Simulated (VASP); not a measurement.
Write the native input for VASP 6.6.1 that does the following.

- Task: single point
- Functional: r2SCAN
- Potentials or basis: VASP PAW PBE potentials, release 64 (Mo_sv, Si)
- Cutoff: 520 eV
- k mesh: 12 × 12 × 12
- Occupations: fermi-dirac, width 0.05 eV
- Spin: no spin polarisation
- Dipole correction: no
- Further INCAR settings: ALGO = Normal; EDIFF = 1e-06; NBANDS = 18

The system is Si2Mo.

```
CELL_PARAMETERS angstrom
-1.58926 1.58926 3.90412
1.58926 -1.58926 3.90412
1.58926 1.58926 -3.90412
ATOMIC_POSITIONS crystal
Mo 0.00000 0.00000 0.00000
Si 0.66700 0.66700 0.00000
Si 0.33300 0.33300 0.00000
```

The input as run:

POSCAR

```
Si2Mo
1.0
   -1.5892614214      1.5892614214      3.9041200105
    1.5892614214     -1.5892614214      3.9041200105
    1.5892614214      1.5892614214     -3.9041200105
Mo Si
1 2
Direct
    0.0000000000      0.0000000000      0.0000000000
    0.6670000000      0.6670000000      0.0000000000
    0.3330000000      0.3330000000      0.0000000000
```

INCAR.step1

```
SYSTEM = Si2Mo
  PREC = Accurate
  ENCUT = 520
  ISMEAR = -1
  SIGMA = 0.05
  LREAL = .FALSE.
  LASPH = .TRUE.
  NELM = 80
  NBANDS = 18
  GGA = PE
  ALGO = Normal
  EDIFF = 1E-4
  LWAVE = .TRUE.
  LCHARG = .FALSE.
```

INCAR.step2

```
SYSTEM = Si2Mo
  PREC = Accurate
  ENCUT = 520
  EDIFF = 1E-6
  ISMEAR = -1
  SIGMA = 0.05
  LREAL = .FALSE.
  LASPH = .TRUE.
  NELM = 80
  ALGO = Normal
  ISIF = 2
  LWAVE = .FALSE.
  LCHARG = .TRUE.
  METAGGA = R2SCAN
  LMIXTAU = .TRUE.
  LELF = .TRUE.
  LVHAR = .TRUE.
  NBANDS = 18
  ISTART = 1
```

KPOINTS

```
Automatic mesh
0
G
  12 12 12
  0 0 0
```

Potentials or basis: VASP PAW PBE potentials, release 64 (Mo_sv, Si).

Command:

```sh
$ cat potpaw_PBE.64/Mo_sv/POTCAR potpaw_PBE.64/Si/POTCAR > POTCAR
$ cp INCAR.step1 INCAR
$ mpirun -np 1 vasp_std > vasp.out
$ cp INCAR.step2 INCAR
$ mpirun -np 1 vasp_std > vasp.out
```

Results of the run:

- Pressure: 3.6 GPa
- Largest force: 0.311 eV/Å
- Band gap on the k mesh: zero (bands 11 and 12 overlap by 1.13 eV)

Caveat: the cell stands under pressure; the PAW data sets were made with another functional, which shifts forces and pressure a little.

It took 4.5 min on 1 thread of Intel(R) Xeon(R) 6975P-C (Granite Rapids), on a shared host, peak memory 0.27 GiB.
